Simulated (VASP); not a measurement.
Crystal: Sn.

```
Sn
1.0
    -2.97733    2.97901    1.60309
     2.97901   -2.97733    1.60309
     2.97707    2.97707   -1.60002
Sn
2
Cartesian
  2.9789 -2.9772 1.6031
  0.0004 2.9783 0.8031
```

Base run:

- Program: VASP 6.6.1
- Functional: PBE
- Potentials or basis: VASP PAW PBE potentials, release 64 (Sn_d)
- Cutoff: 520 eV
- k mesh: 11 × 11 × 8
- Occupations: fermi-dirac, width 0.6 eV
- Spin: no spin polarisation

Its results: band gap on the k mesh zero (bands 14 and 15 overlap by 3.51 eV); pressure 2.0 GPa.

Problem. The run is repeated on the same cell with these changes: occupations from fermi-dirac, width 0.6 eV to fermi-dirac, width 1 eV. What comes out?

Solution. Band gap on the k mesh zero (bands 14 and 15 overlap by 3.51 eV); pressure 5.0 GPa.

Caveats: so wide a smearing shifts energies and pressures; spin-orbit coupling is left out, which moves the levels of the heavy elements; the cell stands under pressure (at least some runs).
